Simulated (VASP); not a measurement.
Here is a VASP 6.6.1 calculation.

INCAR

```
PREC = Accurate
ENCUT = 520
EDIFF = 1E-6
ISMEAR = 0
SIGMA = 0.05
LREAL = F
LASPH = T
NELM = 60
ALGO = Normal
ISIF = 2
LWAVE = F
LCHARG = F
GGA = PE
NBANDS = 11
```

The input KPOINTS:

```
Automatic mesh
0
Gamma
  12 12 12
```

POSCAR

```
C
1.0
    0.0000000000      1.9260720000      1.7120640000
    1.9260720000      0.0000000000      1.7120640000
    1.9260720000      1.9260720000      0.0000000000
C
2
Direct
    0.5000000000      0.5000000000      0.5000000000
    0.7500000000      0.7500000000      0.7500000000
```

Potentials or basis: VASP PAW PBE potentials, release 64 (C).

Command:

```bash
$ cat potpaw_PBE.64/C/POTCAR > POTCAR
$ mpirun -np 1 vasp_std > vasp.out
```

Problem. What does it give for the pressure?

Solution. -37.7 GPa.

Problem. Predict the band gap on the k mesh.

Solution. 1.29 eV, indirect (least direct gap 3.52 eV).

Stress tensor (GPa, compression positive):
```
-65.91   0.00   0.00
  0.00 -65.91   0.00
  0.00   0.00  18.85
```

Caveat: the cell differs from its parent crystal (strain +0.080 along x and y, -0.040 along z). A k mesh can miss the band edges.
